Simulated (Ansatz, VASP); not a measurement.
## One calculation of NbP, two programs

```
Nb P
1.0
     3.40395    0.00000    0.00000
     0.00000    3.40395    0.00000
     0.00000    0.00000    5.67898
Nb P
2 2
Direct
  0.00000 0.50000 0.33422
  0.50000 0.00000 0.66578
  0.00000 0.00000 0.00000
  0.50000 0.50000 0.00000
```

Alike in both runs: functional PBE; k mesh 6 × 6 × 4; occupations gaussian, width 0.1 eV; no spin polarisation.

Ansatz relaxed the structure, and its values are those at the end. VASP's run is a single point on that final structure, the one shown.

|  | VASP | Ansatz |
| --- | --- | --- |
| version | VASP 6.6.1 | Ansatz 0.2.0 |
| potentials or method | VASP PAW PBE potentials, release 64 (Nb_sv, P), cutoff 520 eV | scalar-relativistic, plane waves, PAW |
| valence electrons in the cell | 36 | 36 |

Ansatz gave:

- gap on the k mesh at the Fermi level (eV): none
- pressure (GPa): 0.0
- rms of the force components (eV/Å): 0.001

**Question.** Estimate VASP's values.

**Answer.** gap on the k mesh at the Fermi level (eV): none; pressure (GPa): -0.4; rms of the force components (eV/Å): 0.008.

A gap of «none» marks a metal or a gap that the smearing closes.
